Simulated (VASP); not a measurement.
# Co (P6_3/mmc) in VASP: notebook, part 2 of 2

VASP 6.6.1. Earlier steps stand in the parts before.

## (4) Single point, PBE, collinear spin, ferromagnetic start (volume scaled by 0.8)

INCAR reads:

```
SYSTEM = Co
PREC = Accurate
ENCUT = 520
EDIFF = 1E-6
ISMEAR = -1
SIGMA = 0.08
LREAL = .False.
LASPH = .True.
NELM = 150
ALGO = Normal
ISIF = 2
LWAVE = .False.
LCHARG = .False.
ISPIN = 2
MAGMOM = 2 2
LORBIT = 11
LMAXMIX = 4
GGA = PE
NBANDS = 20
```

KPOINTS reads:

```
Automatic mesh
0
Gamma
  15 15 8
  0 0 0
```

POSCAR reads:

```
Co
1.0
    2.3276639683      0.0000000000      0.0000000000
   -1.1638319841      2.0158161280      0.0000000000
    0.0000000000      0.0000000000      3.7781604788
Co
2
Direct
    0.3333333333      0.6666666667      0.2500000000
    0.6666666667      0.3333333333      0.7500000000
```

Potentials or basis: VASP PAW PBE potentials, release 64 (Co).

Command:

```sh
$ cat potpaw_PBE.64/Co/POTCAR > POTCAR
$ mpirun -np 1 vasp_std > vasp.out
```

OUTCAR:

```text
SYSTEM = Co
   PREC = Accurate
   ENCUT = 520
   EDIFF = 1E-6
   ISMEAR = -1
   LREAL = .False.
   LASPH = .True.
   NELM = 150
   ISIF = 2
   ISPIN = 2
   LORBIT = 11
   GGA = PE

 ion  position               nearest neighbor table
   1  0.333  0.667  0.250-   2 2.32   2 2.32   2 2.32   2 2.32   2 2.32   2 2.32
   2  0.667  0.333  0.750-   1 2.32   1 2.32   1 2.32   1 2.32   1 2.32   1 2.32

  LATTYP: Found a hexagonal cell.
 ALAT       =     2.3276639683
 C/A-ratio  =     1.6231554598

  Lattice vectors:

 A1 = (   2.3276639683,   0.0000000000,   0.0000000000)
 A2 = (  -1.1638319841,   2.0158161280,   0.0000000000)
 A3 = (   0.0000000000,   0.0000000000,   3.7781604788)

Analysis of symmetry for initial positions (statically):
=====================================================================
 Subroutine PRICEL returns:
 Original cell was already a primitive cell.

 Routine SETGRP: Setting up the symmetry group for a
 hexagonal supercell.

 Subroutine GETGRP returns: Found 24 space group operations
 (whereof 12 operations were pure point group operations)
[... 745 lines left out ...]

 k-point     1 :       0.0000    0.0000    0.0000
  band No.  band energies     occupation
      1       3.3356      1.00000
      2       8.0727      1.00000
      3      11.9043      1.00000
      4      11.9478      1.00000
      5      11.9478      1.00000
      6      12.4347      1.00000
[... 541 lines left out ...]
     19      36.5088      0.00000
     20      46.8272      0.00000

 [... further k-points ...]
[... 5 lines left out ...]
  --------------------------------------------------------------------------------------
  -------------------------------------------------------------------------------------
  Total        7.5195457      7.5195457      7.1882407      0.0000000     -0.0000000      0.0000000
  in kB      679.5956454    679.5956454    649.6532167      0.0000000     -0.0000000      0.0000000
  external PRESSURE =     669.6148359 kB  Pullay stress =       0.0000000 kB

 VOLUME and BASIS-vectors are now :
 -----------------------------------------------------------------------------
  energy-cutoff  :      520.00
  volume of cell :       17.73
      direct lattice vectors                 reciprocal lattice vectors
     2.327663968  0.000000000  0.000000000     0.429615277  0.248038496  0.000000000
    -1.163831984  2.015816128  0.000000000     0.000000000  0.496076991  0.000000000
     0.000000000  0.000000000  3.778160479     0.000000000  0.000000000  0.264679070

 POSITION                                       TOTAL-FORCE (eV/Angst)
 -----------------------------------------------------------------------------------
     -0.00000      1.34388      0.94454        -0.000000      0.000000      0.000000
      1.16383      0.67194      2.83362         0.000000     -0.000000      0.000000
 -----------------------------------------------------------------------------------
    total drift:                                0.000000     -0.000000     -0.000000

  FREE ENERGIE OF THE ION-ELECTRON SYSTEM (eV)
  ---------------------------------------------------
  free  energy   TOTEN  =       -13.4029659759 eV

  energy  without entropy=      -13.3540559835  energy(sigma->0) =      -13.37851098

 total charge

# of ion       s       p       d       tot
------------------------------------------
    1        0.586   0.726   7.442   8.753
    2        0.586   0.726   7.442   8.753
--------------------------------------------------
tot          1.171   1.451  14.885  17.507

 magnetization (x)

# of ion       s       p       d       tot
------------------------------------------
    1       -0.016  -0.052   1.427   1.359
    2       -0.016  -0.052   1.427   1.359
--------------------------------------------------
tot         -0.032  -0.104   2.854   2.718
```

Wall time 34 s (1 thread of Intel Xeon 6975P-C (Granite Rapids), shared host); peak memory 0.18 GiB.

What came out:

- Free energy: -13.4030 eV
- Pressure: 67.0 GPa
- Net moment: 2.75 μB per cell
- Site moments: Co +1.36 μB
- Valence electrons inside the program's atomic spheres: Co 8.75

## (5) Single point, PBE, collinear spin, ferromagnetic start (volume scaled by 0.86)

INCAR reads:

```
PREC     = Accurate       # precision mode
ENCUT    = 520            # plane-wave cutoff, eV
EDIFF    = 1E-6           # SCF threshold, eV
ISMEAR   = -1             # smearing method
SIGMA    = 0.08           # smearing width, eV
LREAL    = False          # projectors in reciprocal space
LASPH    = True           # aspherical terms in the spheres
NELM     = 150            # most SCF steps
ALGO     = Normal         # electronic algorithm
ISIF     = 2              # what is computed and relaxed
LWAVE    = False          # write WAVECAR
LCHARG   = False          # write CHGCAR
ISPIN    = 2              # spin polarisation
MAGMOM   = 2 2            # initial moments
LORBIT   = 11             # projections on sites
LMAXMIX  = 4              # l up to which the mixer works
GGA      = PE             # functional
NBANDS   = 20             # bands
```

KPOINTS reads:

```
regular mesh
0
Gamma
  15 15 8
```

POSCAR reads:

```
Co
1.0
    2.3844585205      0.0000000000      0.0000000000
   -1.1922292602      2.0650016530      0.0000000000
    0.0000000000      0.0000000000      3.8703468663
Co
2
Direct
    0.3333333333      0.6666666667      0.2500000000
    0.6666666667      0.3333333333      0.7500000000
```

Command:

```sh
$ cat potpaw_PBE.64/Co/POTCAR > POTCAR
$ mpirun -np 1 vasp_std > vasp.out
```

Wall time 41 s (1 thread of Intel Xeon 6975P-C (Granite Rapids), shared host); peak memory 0.18 GiB.

The run converged. Its results:

```
Free energy                                           : -13.8256 eV
Pressure                                              : 36.5 GPa
Net moment                                            : 3.00 μB per cell
Site moments                                          : Co +1.49 μB
Valence electrons inside the program's atomic spheres : Co 8.56
```

Stress tensor (GPa, compression positive):
```
37.30  0.00  0.00
 0.00 37.30  0.00
 0.00  0.00 34.89
```

Levels at points of the mesh, in eV from the Fermi level:
Spin up:
```
           k point  band 8  band 9  band 10  band 11  band 12  band 13
(0.00, 0.00, 0.00)   -1.93   -1.93    -0.60    -0.60    -0.17     7.56
(0.00, 0.00, 0.50)   -2.84   -0.98    -0.98    -0.98    -0.98    16.50
```
Spin down:
| k point | band 4 | band 5 | band 6 | band 7 | band 8 | band 9 | band 10 | band 11 |
| --- | --- | --- | --- | --- | --- | --- | --- | --- |
| (0.00, 0.00, 0.00) | -1.24 | -1.24 | -0.80 | -0.80 | -0.28 | -0.28 | -0.19 | 1.16 |
| (0.00, 0.00, 0.50) | -1.92 | -1.31 | -1.31 | -1.31 | -1.31 | 0.76 | 0.76 | 0.76 |

## (6) Overview

| cell | gap on the mesh (eV) | pressure (GPa) | moment (μB) |
| --- | --- | --- | --- |
| a = 2.268, b = 2.268, c = 3.681 Å, angles 90.0, 90.0, 120.0°, 2 atoms | none | 106.6 | 1.99 |
| a = 2.328, b = 2.328, c = 3.778 Å, angles 90.0, 90.0, 120.0°, 2 atoms | none | 67.0 | 2.75 |
| a = 2.384, b = 2.384, c = 3.870 Å, angles 90.0, 90.0, 120.0°, 2 atoms | none | 36.5 | 3.00 |

Alike in all rows: task single point; level PBE; potentials or basis VASP PAW PBE potentials, release 64 (Co); spin collinear, ferromagnetic start; k mesh 15 × 15 × 8; cutoff (eV) 520; smearing fermi-dirac 0.08 eV.

Absolute energies hang on the potentials; compare differences alone.
